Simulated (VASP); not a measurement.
A run of VASP 6.6.1 is set up as follows.

The input INCAR:

```
SYSTEM = Si
PREC = Accurate
ENCUT = 520
EDIFF = 1E-6
ISMEAR = 0
SIGMA = 0.02
LREAL = Auto
LASPH = .True.
NELM = 150
ALGO = Normal
ISIF = 2
LWAVE = .False.
LCHARG = .False.
ISPIN = 2
MAGMOM = 0 0 0 0 0 0 0 0 0 0 0 0.13 0 0 0 0 0 0 0 0 0 0 0 0 0 0 0 0 0 0 0 0 0 0 0.11 0 0 0 0 0 0 0 0 0 0 0 0 0 0 0 0 0 0 0 0 0 0 0 0 0 0 0 0
LORBIT = 11
GGA = PE
IVDW = 12
NBANDS = 167
NELECT = 251.0
LUSENCCL = .False.
```

The input KPOINTS:

```
Automatic mesh
0
Gamma
  1 1 1
  0 0 0
```

File POSCAR:

```
Si
1.0
   10.8600000000      0.0000000000      0.0000000000
    0.0000000000     10.8600000000      0.0000000000
    0.0000000000      0.0000000000     10.8600000000
Si
63
Direct
    0.5018155617     -0.0015701657      0.0016383978
    0.6252649171      0.1255534070      0.1251055249
    0.7504982505      0.2503116943     -0.0001903315
    0.8739902394      0.3761298343      0.1243033149
    0.7467791897     -0.0024445672      0.2498279006
    0.8735029466      0.1247822284      0.3748967772
   -0.0009895948     -0.0004338858      0.0007121547
    0.1258940147      0.1236794659      0.1237446593
    0.2498698895      0.2503155617     -0.0000271639
    0.3753220074      0.3750062615      0.1243354512
    0.4996165746      0.5003671271     -0.0006593923
    0.6178071823      0.6282276243      0.1270962247
    0.7475633517      0.7501594843      0.0018399632
    0.8734937385      0.8743940147      0.1257617864
    0.2531572744     -0.0019957643      0.2517940147
    0.3751698895      0.1265015654      0.3751089319
    0.5001587477      0.2505651013      0.2495628913
    0.6253206262      0.3755627072      0.3739796501
    0.7474514733      0.5028545120      0.2491550645
    0.8734741252      0.6266114180      0.3734282689
    0.4992959484      0.0004179558      0.4995787293
    0.6261834254      0.1251258748      0.6242903315
    0.7503725599      0.2507993554      0.4994581952
    0.8751031308      0.3755709945      0.6247355433
    0.7504260589      0.0002648250      0.7498606814
    0.8750549724      0.1255107735      0.8747137201
   -0.0005972376      0.5005946593     -0.0003416206
    0.1244194291      0.6254881215      0.1245958564
    0.2532731123      0.7484672192      0.0022013812
    0.3784321363      0.8721697053      0.1283082873
    0.0012404236      0.2503234807      0.2494984346
    0.1256699816      0.3774402394      0.3754985267
    0.2533398711      0.5033185083      0.2478208103
    0.3786036832      0.6293000000      0.3717831492
    0.6163495396      0.8718496317      0.3713394107
   -0.0007533149      0.0005646409      0.4995171271
    0.1243306630      0.1255151934      0.6246480663
    0.2496740331      0.2510282689      0.4994329650
    0.3736023941      0.3762220074      0.6239478821
    0.5020965009      0.5025795580      0.4976840700
    0.6254627993      0.6259889503      0.6248655617
    0.7470830571      0.7506917127      0.4969669429
    0.8737778085      0.8758598527      0.6239084715
    0.2495084715      0.0003230203      0.7502773481
    0.3734659300      0.1248966851      0.8753897790
    0.5013893186      0.2502667587      0.7494569061
    0.6259941989      0.3754650092      0.8748354512
    0.7503634438      0.5004656538      0.7496053407
    0.8738928177      0.6251662063      0.8752020258
    0.0000058932      0.7504839779      0.2496060773
    0.1242550645      0.8755478821      0.3747695212
   -0.0010711786      0.5015340700      0.4986196133
    0.1257591160      0.6244819521      0.6228876611
    0.2530087477      0.7525983425      0.4974618785
    0.3750975138      0.8760744936      0.6257730203
    0.0003053407      0.2505417127      0.7497362799
    0.1244302026      0.3756108656      0.8748226519
    0.2498079190      0.5006258748      0.7493265193
    0.3752505525      0.6250559853      0.8738604972
    0.5001566298      0.7504898711      0.7496927256
    0.6253139042      0.8749360958      0.8746370166
    0.0012091160      0.7503207182      0.7495040516
    0.1255792818      0.8762860037      0.8766222836
```

Potentials or basis: VASP PAW PBE potentials, release 64 (Si).

Launch:

```sh
$ cat potpaw_PBE.64/Si/POTCAR > POTCAR
$ mpirun -np 1 vasp_gam > vasp.out
```

(1) Predict the site moments.

(2) What does it give for the net moment?

(3) Estimate the dispersion energy per atom.

Answers

(1) Si +0.00, +0.01, -0.00, +0.02, +0.13, +0.11 (each value once) μB.

(2) 1.00 μB per cell.

(3) -0.317 eV.

Caveat: the k points lie up to 0.58 Å⁻¹ apart; the cell carries a net charge on a neutralising background, which shifts energy and pressure.
